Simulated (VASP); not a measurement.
# TaN (Amm2) in VASP: a series of runs

The runs below take TaN through single point, with PBEsol.

Program: VASP 6.6.1. These are calculated values, not measurements. Logs are shortened: lines on timing, memory, paths and dates and some standing lists are left out, and cuts for length are marked.

### Step 1. The cell of the first run

Symmetry: Amm2, No. 38, orthorhombic system. The conventional cell has a = 2.883 Å, b = 2.938 Å, c = 4.783 Å, α = 90.00°, β = 90.00°, γ = 90.00°. Within 2.8 Å of Ta (site symmetry mm2) lie 6 N at 2.15 to 2.21 Å. Within 2.8 Å of N (site symmetry mm2) lie 6 Ta at 2.15 to 2.21 Å.

### Step 2. Single point, PBEsol (strain -0.0600 x Voigt [0, 1, 0, 0, 0, 0])

Input file INCAR:

```
  PREC = Accurate
  ENCUT = 520
  EDIFF = 1E-6
  ISMEAR = 0
  SIGMA = 0.15
  LREAL = False
  LASPH = True
  NELM = 100
  ALGO = Normal
  ISIF = 2
  LWAVE = False
  LCHARG = False
  GGA = PS
  NBANDS = 15
```

Input file KPOINTS:

```
regular mesh
0
Gamma
  18 18 16
```

Input file POSCAR:

```
TaN
1.0
    2.9379988584      0.0000000000      0.0000000000
   -1.4689994292      2.3917187488      0.0000000000
    0.0000000000      0.0000000000      2.8830000000
Ta N
1 1
Direct
    0.3333333333      0.6666666667      0.5000000000
    0.0000000000      0.0000000000      0.0000000000
```

Potentials or basis: VASP PAW PBE potentials, release 64 (Ta_pv, N).

The run is started by

```sh
cat potpaw_PBE.64/Ta_pv/POTCAR potpaw_PBE.64/N/POTCAR > POTCAR
mpirun -np 1 vasp_std > vasp.out
```

OUTCAR:

```text
PREC = Accurate
   ENCUT = 520
   EDIFF = 1E-6
   ISMEAR = 0
   LREAL = False
   LASPH = True
   NELM = 100
   ISIF = 2
   GGA = PS

 ion  position               nearest neighbor table
   1  0.333  0.667  0.500-   2 2.15   2 2.15   2 2.21   2 2.21   2 2.21   2 2.21
   2  0.000  0.000  0.000-   1 2.15   1 2.15   1 2.21   1 2.21   1 2.21   1 2.21

  Warning from LATTYP: Monoclinic adjustment (A1->A3, A2->A1, A3->A2)!
  LATTYP: Found a base centered orthorhombic cell.
 ALAT       =     2.9379988584
 B/A-ratio  =     1.6281277591
 C/A-ratio  =     0.9812801635

  Lattice vectors:

 A1 = (   1.4689994292,  -2.3917187488,   0.0000000000)
 A2 = (   1.4689994292,   2.3917187488,   0.0000000000)
 A3 = (   0.0000000000,   0.0000000000,   2.8830000000)

Analysis of symmetry for initial positions (statically):
=====================================================================
 Subroutine PRICEL returns:
 Original cell was already a primitive cell.

 Routine SETGRP: Setting up the symmetry group for a
 base centered orthorhombic supercell.

 Subroutine GETGRP returns: Found  4 space group operations
 (whereof  4 operations were pure point group operations)
 out of a pool of  8 trial point group operations.

The static configuration has the point symmetry C_2v.

Analysis of symmetry for dynamics (positions and initial velocities):
=====================================================================
 Subroutine PRICEL returns:
 Original cell was already a primitive cell.

 Routine SETGRP: Setting up the symmetry group for a
 base centered orthorhombic supercell.

 Subroutine GETGRP returns: Found  4 space group operations
 (whereof  4 operations were pure point group operations)
 out of a pool of  8 trial point group operations.

The dynamic configuration has the point symmetry C_2v.

 Subroutine INISYM returns: Found  4 space group operations
 (whereof  4 operations are pure point group operations),
 and found     1 'primitive' translations

----------------------------------------------------------------------------------------

                                     Primitive cell

  volume of cell :      20.2585

  direct lattice vectors                    reciprocal lattice vectors
     2.937998858  0.000000000  0.000000000     0.340367729  0.209054681  0.000000000
    -1.468999429  2.391718749  0.000000000     0.000000000  0.418109362  0.000000000
     0.000000000  0.000000000  2.883000000     0.000000000  0.000000000  0.346860909

  length of vectors
     2.937998858  2.806827016  2.883000000     0.399442174  0.418109362  0.346860909

  position of ions in fractional coordinates (direct lattice)
     0.333333333  0.666666667  0.500000000
     0.000000000  0.000000000  0.000000000

  ion indices of the primitive-cell ions
   primitive index   ion index
                 1           1
                 2           2

----------------------------------------------------------------------------------------

 KPOINTS: regular mesh

Automatic generation of k-mesh.
 Grid dimensions read from file:
 generate k-points for:   18   18   16

 Generating k-lattice:

  Cartesian coordinates                     Fractional coordinates (reciprocal lattice)
     0.018909318  0.011614149  0.000000000     0.055555556 -0.000000000  0.000000000
     0.000000000  0.023228298  0.000000000     0.000000000  0.055555556  0.000000000
     0.000000000  0.000000000  0.021678807     0.000000000  0.000000000  0.062500000

  Length of vectors
     0.022191232  0.023228298  0.021678807

  Shift w.r.t. Gamma in fractional coordinates (k-lattice)
     0.000000000  0.000000000  0.000000000

 Subroutine IBZKPT returns following result:
 ===========================================

 Found    819 irreducible k-points:

 Following reciprocal coordinates:
            Coordinates               Weight
  0.000000  0.000000  0.000000      1.000000
  0.055556  0.000000  0.000000      4.000000
  0.111111  0.000000  0.000000      4.000000
  0.166667  0.000000  0.000000      4.000000
  0.222222  0.000000  0.000000      4.000000
  0.277778  0.000000  0.000000      4.000000
[... 16 lines left out ...]
 -0.333333  0.055556  0.000000      4.000000
 -0.277778  0.055556  0.000000      4.000000
 [... further k-points ...]
   k-points           NKPTS =    819   k-points in BZ     NKDIM =    819   number of bands    NBANDS=     15
   number of dos      NEDOS =    301   number of ions     NIONS =      2
   total plane-waves  NPLWV =  13824
   dimension x,y,z NGX =    24 NGY =   24 NGZ =   24
   dimension x,y,z NGXF=    48 NGYF=   48 NGZF=   48
   ions per type =               1   1
   NGX,Y,Z   is equivalent  to a cutoff of  13.58, 14.21, 13.84 a.u.
   NGXF,Y,Z  is equivalent  to a cutoff of  27.16, 28.43, 27.68 a.u.
 SYSTEM =  unknown system
   PREC   = accura    normal or accurate (medium, high low for compatibility)
   ISTART =      0    job   : 0-new  1-cont  2-samecut
   ICHARG =      2    charge: 1-file 2-atom 10-const
   ISPIN  =      1    spin polarized calculation?
   LNONCOLLINEAR =      F non collinear calculations
   LSORBIT =      F    spin-orbit coupling
   LASPH  =      T    aspherical Exc in radial PAW
   ENCUT  =  520.0 eV  38.22 Ry    6.18 a.u.   5.46  5.22  5.36*2*pi/ulx,y,z
   NELM   =    100;   NELMIN=  2; NELMDL= -5     # of ELM steps
   EDIFF  = 0.1E-05   stopping-criterion for ELM
   LREAL  =      F    real-space projection
   EDIFFG = 0.1E-04   stopping-criterion for IOM
   NSW    =      0    number of steps for IOM
   IBRION =     -1    ionic relax: 0-MD 1-quasi-New 2-CG
   NFREE  =      0    steps in history (QN), initial steepest desc. (CG)
   ISIF   =      2    stress and relaxation
   ISYM   =      2    0-nonsym 1-usesym 2-fastsym
   POTIM  = 0.5000    time-step for ionic-motion
   TEBEG  =    0.0;   TEEND  =   0.0 temperature during run
   PSTRESS=    0.0 pullay stress
   NELECT =      16.0000    total number of electrons
   NUPDOWN=      -1.0000    fix difference up-down
   EMIN   =  10.00;   EMAX   =-10.00  energy-range for DOS
   EFERMI =   0.00;   METHOD = LEGACY
   ISMEAR =     0;   SIGMA  =   0.15  broadening in eV -4-tet -1-fermi 0-gaus
   EFERMI_NEDOS =   21; number of points for ismear=-14 and -15
   IALGO  =     38    algorithm
   IMIX   =      4    mixing-type and parameters
     AMIX     =   0.40;   BMIX     =  1.00
     AMIX_MAG =   1.60;   BMIX_MAG =  1.00
  volume/ion in A,a.u.               =      10.13        68.36
  Fermi-wavevector in a.u.,A,eV,Ry     =   1.513257  2.859641 31.156618  2.289947
  Thomas-Fermi vector in A             =   2.623072
   LORBIT       =      0    0 simple, 1 ext, 2 COOP (PROOUT), +10 PAW based schemes
   GGA     = PS    functional components
   LHFCALC =     F    Hartree Fock is set to
   AEXX    =    0.0000 exact exchange contribution
   IVDW    =     0    specifies the selected vdW correction
   LEPSILON=     F    determine dielectric tensor
   LRPA    =     F    only Hartree local field effects (RPA)
 non-spin polarized calculation
 Gauss-broadening in eV      SIGMA  =   0.15
  energy-cutoff  :      520.00
  volume of cell :       20.26
 maximum number of plane-waves:       567
 NGX is ok and might be reduce to    24
   NGX = 11   NGY = 11   NGZ = 11

 number of electron      15.9999998 magnetization

 Free energy of the ion-electron system (eV)
  ---------------------------------------------------
  ext. energy  EPLUGINS =         0.00000000
  ---------------------------------------------------
  free energy    TOTEN  =       -23.65447511 eV

  energy without entropy =      -23.65374416  energy(sigma->0) =      -23.65410964

 E-fermi :   8.7251     XC(G=0): -13.8491

 val. band max:        8.7211469035   @ k =   0.3889   0.2778   0.0000
 cond. band min:       8.7365133492   @ k =   0.0556   0.4444   0.5000
 fundamental gap:      0.0153664457
 Fermi energy:         8.7251083457

 k-point     1 :       0.0000    0.0000    0.0000
  band No.  band energies     occupation
      1     -25.9508      2.00000
      2     -25.5766      2.00000
      3     -25.4380      2.00000
      4      -9.4270      2.00000
      5       3.7564      2.00000
      6       4.0003      2.00000
      7       4.7262      2.00000
      8       5.5668      2.00000
      9      11.6990      0.00000
     10      12.0246      0.00000
     11      12.8974      0.00000
     12      12.9114      0.00000
     13      13.2065      0.00000
     14      22.1504      0.00000
     15      22.4958      0.00000

 k-point     2 :       0.0556    0.0000    0.0000
  band No.  band energies     occupation
      1     -25.9451      2.00000
      2     -25.6104      2.00000
      3     -25.4577      2.00000
      4      -9.3543      2.00000
      5       3.6245      2.00000
      6       4.0779      2.00000
      7       4.7399      2.00000
      8       5.4592      2.00000
      9      11.8097      0.00000
     10      12.0581      0.00000
     11      12.8771      0.00000
     12      12.9267      0.00000
     13      13.2345      0.00000
     14      22.1501      0.00000
     15      22.4869      0.00000

 k-point     3 :       0.1111    0.0000    0.0000
  band No.  band energies     occupation
      1     -25.9284      2.00000
      2     -25.7229      2.00000
      3     -25.4977      2.00000
      4      -9.1447      2.00000
      5       3.2232      2.00000
      6       4.2727      2.00000
      7       4.8732      2.00000
      8       5.1663      2.00000
      9      11.5745      0.00000
     10      12.5825      0.00000
     11      12.9006      0.00000
     12      12.9009      0.00000
     13      13.4006      0.00000
     14      22.1448      0.00000
     15      22.4623      0.00000
[... 343 lines left out ...]
 k-point    23 :      -0.3333    0.0556    0.0000
  band No.  band energies     occupation
      1     -26.4491      2.00000
      2     -25.8209      2.00000
      3     -25.6878      2.00000
      4      -7.7426      2.00000
      5       1.1449      2.00000
      6       3.6736      2.00000
      7       4.8762      2.00000
      8       5.9871      2.00000
      9      11.0033      0.00000
     10      12.0074      0.00000
     11      13.5647      0.00000
     12      14.5576      0.00000
     13      15.5981      0.00000
     14      22.2958      0.00000
     15      22.8082      0.00000

 k-point    24 :      -0.2778    0.0556    0.0000
  band No.  band energies     occupation
      1     -26.2300      2.00000
      2     -25.8542      2.00000
      3     -25.6371      2.00000
      4      -8.1798      2.00000
      5       1.6866      2.00000
      6       4.0717      2.00000
      7       4.8198      2.00000
      8       5.7533      2.00000
      9      10.7299      0.00000
     10      12.2260      0.00000
     11      13.2674      0.00000
     12      14.3723      0.00000
     13      14.9016      0.00000
     14      22.2584      0.00000
     15      22.5483      0.00000

 [... further k-points ...]

------------------------ aborting loop because EDIFF is reached ----------------------------------------

  FORCE on cell =-STRESS in cart. coord.  units (eV):
  Direction    XX          YY          ZZ          XY          YZ          ZX
  --------------------------------------------------------------------------------------
  -------------------------------------------------------------------------------------
  Total        1.3286717      5.5199645      0.8965388      0.0000000      0.0000000      0.0000000
  in kB      105.0804402    436.5565325     70.9044148      0.0000000      0.0000000      0.0000000
  external PRESSURE =     204.1804625 kB  Pullay stress =       0.0000000 kB

 VOLUME and BASIS-vectors are now :
 -----------------------------------------------------------------------------
  energy-cutoff  :      520.00
  volume of cell :       20.26
      direct lattice vectors                 reciprocal lattice vectors
     2.937998858  0.000000000  0.000000000     0.340367729  0.209054681  0.000000000
    -1.468999429  2.391718749  0.000000000     0.000000000  0.418109362  0.000000000
     0.000000000  0.000000000  2.883000000     0.000000000  0.000000000  0.346860909

 POSITION                                       TOTAL-FORCE (eV/Angst)
 -----------------------------------------------------------------------------------
     -0.00000      1.59448      1.44150         0.000000      0.267471      0.000000
      0.00000      0.00000      0.00000         0.000000     -0.267471      0.000000
 -----------------------------------------------------------------------------------
    total drift:                                0.000000      0.000296     -0.000000

  FREE ENERGIE OF THE ION-ELECTRON SYSTEM (eV)
  ---------------------------------------------------
  free  energy   TOTEN  =       -23.6544751145 eV

  energy  without entropy=      -23.6537441649  energy(sigma->0) =      -23.65410964
```

It took 2.1 min on 1 thread of Intel Xeon Platinum 8259CL at 2.50GHz (Skylake/Cascade Lake), shared host; peak memory 0.36 GiB.

What came out:

```yaml
Free_energy: -23.6545 eV
Pressure: 20.4 GPa
Largest_force: 0.267 eV/Å
Band_gap_on_the_k_mesh: zero (band 8 reaches 8.91 eV, above the bottom of band 9 at 8.44 eV)
```

Forces on the atoms (eV/Å):
```
Ta   0.000  0.267  0.000
N    0.000 -0.267  0.000
```

Stress tensor (GPa, compression positive):
```
10.51  0.00  0.00
 0.00 43.66  0.00
 0.00  0.00  7.09
```

Caveat: the cell differs from its parent crystal (strain -0.0600 x Voigt [0, 1, 0, 0, 0, 0]); the PAW data sets were made with another functional, which shifts forces and pressure a little; spin-orbit coupling is left out, which moves the levels of the heavy elements.

### Step 3. Single point, PBEsol (strain -0.0450 x Voigt [0, 1, 0, 0, 0, 0])

Input file INCAR:

```
  PREC = Accurate
  ENCUT = 520
  EDIFF = 1E-6
  ISMEAR = 0
  SIGMA = 0.15
  LREAL = F
  LASPH = T
  NELM = 80
  ALGO = Normal
  ISIF = 2
  LWAVE = F
  LCHARG = T
  GGA = PS
  LELF = T
  LVHAR = T
  NBANDS = 15
```

Input file KPOINTS:

```
Automatic mesh
0
Gamma
  18 18 16
```

Input file POSCAR:

```
TaN
1.0
    2.9379988584      0.0000000000      0.0000000000
   -1.4689994292      2.4298844735      0.0000000000
    0.0000000000      0.0000000000      2.8830000000
Ta N
1 1
Direct
    0.3333333333      0.6666666667      0.5000000000
    0.0000000000      0.0000000000      0.0000000000
```

Potentials or basis: VASP PAW PBE potentials, release 64 (Ta_pv, N).

The run is started by

```sh
cat potpaw_PBE.64/Ta_pv/POTCAR potpaw_PBE.64/N/POTCAR > POTCAR
mpirun -np 1 vasp_std > vasp.out
```

It took 2.1 min on 1 thread of Intel Xeon Platinum 8259CL at 2.50GHz (Skylake/Cascade Lake), shared host; peak memory 0.36 GiB.

It converged, with:

* Free energy: -23.7289 eV
* Pressure: 13.4 GPa
* Largest force: 0.164 eV/Å
* Band gap on the k mesh: zero (band 8 reaches 8.75 eV, above the bottom of band 9 at 8.44 eV)

Forces on the atoms (eV/Å):
```
Ta   0.000  0.164  0.000
N    0.000 -0.164  0.000
```

Stress tensor (GPa, compression positive):
```
 6.35  0.00  0.00
 0.00 29.99  0.00
 0.00  0.00  3.83
```

Levels at points of the mesh, in eV from the Fermi level:
```
           k point  band 4  band 5  band 6  band 7  band 8  band 9  band 10  band 11  band 12  band 13
(0.00, 0.00, 0.00)  -18.02   -4.84   -4.58   -4.12   -3.07    2.80     3.40     4.05     4.14     4.37
(0.50, 0.00, 0.00)  -15.50   -8.54   -5.59   -3.72   -2.96    3.27     4.53     5.42     5.86     7.79
(0.00, 0.50, 0.00)  -15.36   -8.43   -5.60   -3.60   -3.32    2.82     4.45     5.28     6.00     7.93
(0.00, 0.00, 0.50)  -15.14   -9.64   -3.75   -3.57   -0.61    0.42     2.26     3.38     3.88     8.78
(0.50, 0.00, 0.50)  -15.95   -7.52   -6.36   -5.56   -0.45    4.57     5.65     6.38     7.55    10.58
(0.00, 0.50, 0.50)  -15.88   -7.60   -6.39   -6.10    0.01    4.40     6.11     6.44     7.64    11.27
```

Caveat: the cell differs from its parent crystal (strain -0.0450 x Voigt [0, 1, 0, 0, 0, 0]); the PAW data sets were made with another functional, which shifts forces and pressure a little; spin-orbit coupling is left out, which moves the levels of the heavy elements.

(Continued in part 2 of 2.)
